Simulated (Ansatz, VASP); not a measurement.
## Cd2S, level by level in two programs

```
CELL_PARAMETERS angstrom
4.04039 0.00000 0.00000
-2.02019 3.49908 0.00000
0.00000 0.00000 5.92313
ATOMIC_POSITIONS crystal
Cd 0.33333 0.66667 0.93272
Cd 0.66667 0.33333 0.57873
S 0.33333 0.66667 0.36571
```

Single points on this cell with VASP 6.6.1 and Ansatz 0.2.0. Each row is one pair of runs. Alike in all rows: spin: off; smearing: fermi-dirac, width 0.05 eV; Ansatz's potentials, cutoff: Ansatz PAW, 420 eV.

```csv
level,k mesh,"VASP's potentials, cutoff","gap on the k mesh at the Fermi level (eV), VASP","gap on the k mesh at the Fermi level (eV), Ansatz","least direct gap on the mesh (eV), VASP","least direct gap on the mesh (eV), Ansatz","pressure (GPa), VASP","pressure (GPa), Ansatz"
LDA,8 × 8 × 5,"VASP PAW LDA potentials, release 64 (Cd, S), 520 eV",0.29,0.30,0.57,0.58,-6.3,-6.5
PBEsol,8 × 8 × 5,"VASP PAW PBE potentials, release 64 (Cd, S), 520 eV",0.27,0.28,0.57,0.57,-4.6,-4.8
PBEsol,7 × 7 × 4,"VASP PAW PBE potentials, release 64 (Cd, S), 520 eV",0.47,?,0.73,?,-4.7,?
LDA,7 × 7 × 4,"VASP PAW LDA potentials, release 64 (Cd, S), 520 eV",0.44,0.44,0.72,0.71,-6.4,-6.6
```

Q: Fill in what Ansatz gave in row 3.

A: gap on the k mesh at the Fermi level (eV): 0.47; least direct gap on the mesh (eV): 0.72; pressure (GPa): -4.9.

VASP's potentials hold 30 valence electrons a cell and Ansatz's 46, so a difference there can come from the potentials and not from the codes.

Noted on Ansatz's runs: odd divisions of the mesh miss points on the zone boundary, where band edges often lie, so the gap on the mesh can be too wide.
